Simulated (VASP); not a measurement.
# CuO (Tenorite) (C2/c) in VASP: single point with PBE

Aim: the single point of CuO (Tenorite) with PBE.

All numbers are computed with VASP 6.6.1; they aren't measurements. Logs are shortened: lines on timing, memory, paths and dates and some standing lists are left out, and cuts for length are marked.

## (1) The cell of the first run

The typed cell holds 4 atoms: a = 2.948 Å, b = 2.948 Å, c = 5.154 Å, α = 89.96°, β = 89.96°, γ = 89.24°.

## (2) Single point, PBE, collinear spin, ferromagnetic start

INCAR

```
SYSTEM = CuO
PREC = Accurate
ENCUT = 520
EDIFF = 1E-7
ISMEAR = 0
SIGMA = 0.05
LREAL = .False.
LASPH = .True.
NELM = 150
ALGO = Normal
ISIF = 2
LWAVE = .False.
LCHARG = .False.
ISPIN = 2
MAGMOM = 1 1 0 0
LORBIT = 11
LMAXMIX = 4
GGA = PE
NBANDS = 29
```

KPOINTS

```
regular mesh
0
Gamma
  8 8 4
  0 0 0
```

POSCAR

```
CuO
1.0
    2.0913972141     -2.0703595386      0.1656466059
    2.0913972141      2.0703595386      0.1656466059
   -0.4013605030      0.0000000000      5.1383018266
Cu O
2 2
Direct
    0.0000000000      0.5000000000      0.0000000000
    0.5000000000      0.0000000000      0.5000000000
    0.4998576712      0.5001423288      0.2500000000
    0.5001423288      0.4998576712      0.7500000000
```

Potentials or basis: VASP PAW PBE potentials, release 64 (Cu, O).

Started as:

```bash
$ cat potpaw_PBE.64/Cu/POTCAR potpaw_PBE.64/O/POTCAR > POTCAR
$ mpirun -np 1 vasp_std > vasp.out
```

OUTCAR:

```text
SYSTEM = CuO
   PREC = Accurate
   ENCUT = 520
   EDIFF = 1E-7
   ISMEAR = 0
   LREAL = .False.
   LASPH = .True.
   NELM = 150
   ISIF = 2
   ISPIN = 2
   LORBIT = 11
   GGA = PE

 ion  position               nearest neighbor table
   1  0.000  0.500  0.000-   4 1.96   3 1.96   4 1.96   3 1.96
   2  0.500  0.000  0.500-   3 1.96   4 1.96   4 1.96   3 1.96
   3  0.500  0.500  0.250-   1 1.96   2 1.96   2 1.96   1 1.96
   4  0.500  0.500  0.750-   2 1.96   1 1.96   2 1.96   1 1.96

  LATTYP: Found a base centered monoclinic cell.
 ALAT       =     4.1958937571
 B/A-ratio  =     0.9868503153
 C/A-ratio  =     1.2283326805
 COS(beta)  =    -0.0010855751

  Lattice vectors:

 A1 = (  -2.0913972141,   2.0703595386,  -0.1656466059)
 A2 = (  -2.0913972141,  -2.0703595386,  -0.1656466059)
 A3 = (  -0.4013605030,   0.0000000000,   5.1383018266)

Analysis of symmetry for initial positions (statically):
=====================================================================
 Subroutine PRICEL returns:
 Original cell was already a primitive cell.

 Routine SETGRP: Setting up the symmetry group for a
 base centered monoclinic supercell.

 Subroutine GETGRP returns: Found  4 space group operations
 (whereof  2 operations were pure point group operations)
 out of a pool of  4 trial point group operations.

The static configuration has the point symmetry S_2 .
 The point group associated with its full space group is C_2h.

Analysis of symmetry for dynamics (positions and initial velocities):
=====================================================================
 Subroutine PRICEL returns:
 Original cell was already a primitive cell.

 Routine SETGRP: Setting up the symmetry group for a
 base centered monoclinic supercell.

 Subroutine GETGRP returns: Found  4 space group operations
 (whereof  2 operations were pure point group operations)
 out of a pool of  4 trial point group operations.

The dynamic configuration has the point symmetry S_2 .
 The point group associated with its full space group is C_2h.

Analysis of structural, dynamic, and magnetic symmetry:
=====================================================================
 Subroutine PRICEL returns:
 Original cell was already a primitive cell.

 Routine SETGRP: Setting up the symmetry group for a
 base centered monoclinic supercell.

 Subroutine GETGRP returns: Found  4 space group operations
 (whereof  2 operations were pure point group operations)
 out of a pool of  4 trial point group operations.

The overall configuration has the point symmetry S_2 .
 The point group associated with its full space group is C_2h.

 Subroutine INISYM returns: Found  4 space group operations
 (whereof  2 operations are pure point group operations),
 and found     1 'primitive' translations

----------------------------------------------------------------------------------------

                                     Primitive cell

  volume of cell :      44.7724

  direct lattice vectors                    reciprocal lattice vectors
     2.091397214 -2.070359539  0.165646606     0.237604628 -0.241503947  0.018559656
     2.091397214  2.070359539  0.165646606     0.237604628  0.241503947  0.018559656
    -0.401360503  0.000000000  5.138301827    -0.015319614  0.000000000  0.193420189

  length of vectors
     2.947502286  2.947502286  5.153953426     0.339300127  0.339300127  0.194025927

  position of ions in fractional coordinates (direct lattice)
     0.000000000  0.500000000  0.000000000
     0.500000000  0.000000000  0.500000000
     0.499857671  0.500142329  0.250000000
     0.500142329  0.499857671  0.750000000

  ion indices of the primitive-cell ions
   primitive index   ion index
                 1           1
                 2           2
                 3           3
                 4           4

----------------------------------------------------------------------------------------

 KPOINTS: regular mesh

Automatic generation of k-mesh.
 Grid dimensions read from file:
 generate k-points for:    8    8    4

 Generating k-lattice:

  Cartesian coordinates                     Fractional coordinates (reciprocal lattice)
     0.029700578 -0.030187993  0.002319957     0.125000000  0.000000000  0.000000000
     0.029700578  0.030187993  0.002319957     0.000000000  0.125000000  0.000000000
    -0.003829903  0.000000000  0.048355047     0.000000000  0.000000000  0.250000000

  Length of vectors
     0.042412516  0.042412516  0.048506482

  Shift w.r.t. Gamma in fractional coordinates (k-lattice)
     0.000000000  0.000000000  0.000000000

 Subroutine IBZKPT returns following result:
 ===========================================

 Found     78 irreducible k-points:

 Following reciprocal coordinates:
            Coordinates               Weight
  0.000000  0.000000  0.000000      1.000000
  0.125000  0.000000  0.000000      4.000000
  0.250000  0.000000  0.000000      4.000000
  0.375000  0.000000  0.000000      4.000000
  0.500000  0.000000  0.000000      2.000000
  0.125000  0.125000  0.000000      2.000000
[... 16 lines left out ...]
  0.125000  0.000000  0.250000      4.000000
  0.250000  0.000000  0.250000      4.000000
 [... further k-points ...]
   k-points           NKPTS =     78   k-points in BZ     NKDIM =     78   number of bands    NBANDS=     29
   number of dos      NEDOS =    301   number of ions     NIONS =      4
   total plane-waves  NPLWV =  23040
   dimension x,y,z NGX =    24 NGY =   24 NGZ =   40
   dimension x,y,z NGXF=    48 NGYF=   48 NGZF=   80
   ions per type =               2   2
   NGX,Y,Z   is equivalent  to a cutoff of  13.54, 13.54, 12.90 a.u.
   NGXF,Y,Z  is equivalent  to a cutoff of  27.07, 27.07, 25.80 a.u.
 SYSTEM =  CuO
   PREC   = accura    normal or accurate (medium, high low for compatibility)
   ISTART =      0    job   : 0-new  1-cont  2-samecut
   ICHARG =      2    charge: 1-file 2-atom 10-const
   ISPIN  =      2    spin polarized calculation?
   LNONCOLLINEAR =      F non collinear calculations
   LSORBIT =      F    spin-orbit coupling
   LASPH  =      T    aspherical Exc in radial PAW
   ENCUT  =  520.0 eV  38.22 Ry    6.18 a.u.   5.48  5.48  9.58*2*pi/ulx,y,z
   NELM   =    150;   NELMIN=  2; NELMDL= -5     # of ELM steps
   EDIFF  = 0.1E-06   stopping-criterion for ELM
   LREAL  =      F    real-space projection
   EDIFFG = 0.1E-05   stopping-criterion for IOM
   NSW    =      0    number of steps for IOM
   IBRION =     -1    ionic relax: 0-MD 1-quasi-New 2-CG
   NFREE  =      0    steps in history (QN), initial steepest desc. (CG)
   ISIF   =      2    stress and relaxation
   ISYM   =      2    0-nonsym 1-usesym 2-fastsym
   POTIM  = 0.5000    time-step for ionic-motion
   TEBEG  =    0.0;   TEEND  =   0.0 temperature during run
   PSTRESS=    0.0 pullay stress
   NELECT =      34.0000    total number of electrons
   NUPDOWN=      -1.0000    fix difference up-down
   EMIN   =  10.00;   EMAX   =-10.00  energy-range for DOS
   EFERMI =   0.00;   METHOD = LEGACY
   ISMEAR =     0;   SIGMA  =   0.05  broadening in eV -4-tet -1-fermi 0-gaus
   EFERMI_NEDOS =   21; number of points for ismear=-14 and -15
   IALGO  =     38    algorithm
   IMIX   =      4    mixing-type and parameters
     AMIX     =   0.40;   BMIX     =  1.00
     AMIX_MAG =   1.60;   BMIX_MAG =  1.00
  volume/ion in A,a.u.               =      11.19        75.53
  Fermi-wavevector in a.u.,A,eV,Ry     =   1.493589  2.822473 30.351968  2.230807
  Thomas-Fermi vector in A             =   2.605970
   LORBIT       =     11    0 simple, 1 ext, 2 COOP (PROOUT), +10 PAW based schemes
   GGA     = PE    functional components
   LHFCALC =     F    Hartree Fock is set to
   AEXX    =    0.0000 exact exchange contribution
   IVDW    =     0    specifies the selected vdW correction
   LEPSILON=     F    determine dielectric tensor
   LRPA    =     F    only Hartree local field effects (RPA)
 spin polarized calculation
 Gauss-broadening in eV      SIGMA  =   0.05
  energy-cutoff  :      520.00
  volume of cell :       44.77
 maximum number of plane-waves:      1225
 NGX is ok and might be reduce to    24
   NGX = 11   NGY = 11   NGZ = 19

 number of electron      34.0000018 magnetization      -0.0043351

 number of electron      34.0000018 magnetization       0.0004398

 Free energy of the ion-electron system (eV)
  ---------------------------------------------------
  ext. energy  EPLUGINS =         0.00000000
  ---------------------------------------------------
  free energy    TOTEN  =       -19.74303724 eV

  energy without entropy =      -19.74073002  energy(sigma->0) =      -19.74188363

 E-fermi :   4.8023     XC(G=0): -11.2590

 val. band max:        4.7965578907   @ k =  -0.1250  -0.1250   0.2500
 cond. band min:       4.8115388167   @ k =  -0.2500   0.1250   0.5000
 fundamental gap:      0.0149809261
 Fermi energy:         4.8022520298

 spin component 1

 k-point     1 :       0.0000    0.0000    0.0000
  band No.  band energies     occupation
      1     -14.9457      1.00000
      2     -13.6547      1.00000
      3      -3.2341      1.00000
      4      -0.6051      1.00000
      5      -0.5779      1.00000
      6       1.0944      1.00000
[... 757 lines left out ...]
     28      22.2516      0.00000
     29      25.4491      0.00000

 [... further k-points ...]

 spin component 2

 k-point     1 :       0.0000    0.0000    0.0000
  band No.  band energies     occupation
      1     -14.9456      1.00000
      2     -13.6546      1.00000
      3      -3.2341      1.00000
      4      -0.6050      1.00000
      5      -0.5778      1.00000
      6       1.0944      1.00000
[... 757 lines left out ...]
     28      22.2517      0.00000
     29      25.4492      0.00000

 [... further k-points ...]
[... 5 lines left out ...]
  --------------------------------------------------------------------------------------
  -------------------------------------------------------------------------------------
  Total        0.1319813      0.1751441      0.2578926      0.0000000      0.0000000     -0.0207666
  in kB        4.7229419      6.2675198      9.2286668      0.0000000      0.0000000     -0.7431319
  external PRESSURE =       6.7397095 kB  Pullay stress =       0.0000000 kB

 VOLUME and BASIS-vectors are now :
 -----------------------------------------------------------------------------
  energy-cutoff  :      520.00
  volume of cell :       44.77
      direct lattice vectors                 reciprocal lattice vectors
     2.091397214 -2.070359539  0.165646606     0.237604628 -0.241503947  0.018559656
     2.091397214  2.070359539  0.165646606     0.237604628  0.241503947  0.018559656
    -0.401360503  0.000000000  5.138301827    -0.015319614  0.000000000  0.193420189

 POSITION                                       TOTAL-FORCE (eV/Angst)
 -----------------------------------------------------------------------------------
      1.04570      1.03518      0.08282         0.000000      0.000000      0.000000
      0.84502     -1.03518      2.65197         0.000000     -0.000000      0.000000
      1.99106      0.00059      1.45022         0.000000      0.002992     -0.000000
      1.79038     -0.00059      4.01937        -0.000000     -0.002992     -0.000000
 -----------------------------------------------------------------------------------
    total drift:                                0.000000     -0.000000     -0.000000

  FREE ENERGIE OF THE ION-ELECTRON SYSTEM (eV)
  ---------------------------------------------------
  free  energy   TOTEN  =       -19.7430372437 eV

  energy  without entropy=      -19.7407300176  energy(sigma->0) =      -19.74188363

 total charge

# of ion       s       p       d       tot
------------------------------------------
    1        0.388   0.381   9.122   9.890
    2        0.388   0.381   9.122   9.890
    3        1.577   3.373   0.000   4.950
    4        1.577   3.373   0.000   4.950
--------------------------------------------------
tot          3.929   7.508  18.243  29.680

 magnetization (x)

# of ion       s       p       d       tot
------------------------------------------
    1       -0.000   0.000   0.000   0.000
    2       -0.000   0.000   0.000   0.000
    3        0.000   0.000   0.000   0.000
    4        0.000   0.000   0.000   0.000
--------------------------------------------------
tot          0.000   0.000   0.000   0.000
```

Wall time 3.5 min (1 thread of AMD EPYC 7R43 (Zen 3), shared host); peak memory 0.24 GiB.

Results:

| Item | Value |
| --- | --- |
| Free energy | -19.7430 eV |
| Pressure | 0.7 GPa |
| Band gap on the k mesh | zero (filled and empty bands overlap) |
| Net moment | 0.00 μB per cell |
| Valence electrons inside the program's atomic spheres | Cu 9.89; O 4.95 |

Forces in eV/Å, atoms in the order of the input:
```
Cu   0.000  0.000  0.000
Cu   0.000  0.000  0.000
O    0.000  0.003  0.000
O    0.000 -0.003  0.000
```

Stress tensor (GPa, compression positive):
```
 0.47  0.00 -0.07
 0.00  0.63  0.00
-0.07  0.00  0.92
```

Caveat: semilocal functionals often make such compounds metallic where correlation or magnetic order opens a gap, which also shifts bond lengths. With open d or f shells a metallic result of PBE can be an artefact of self-interaction; +U or a hybrid may open a gap.
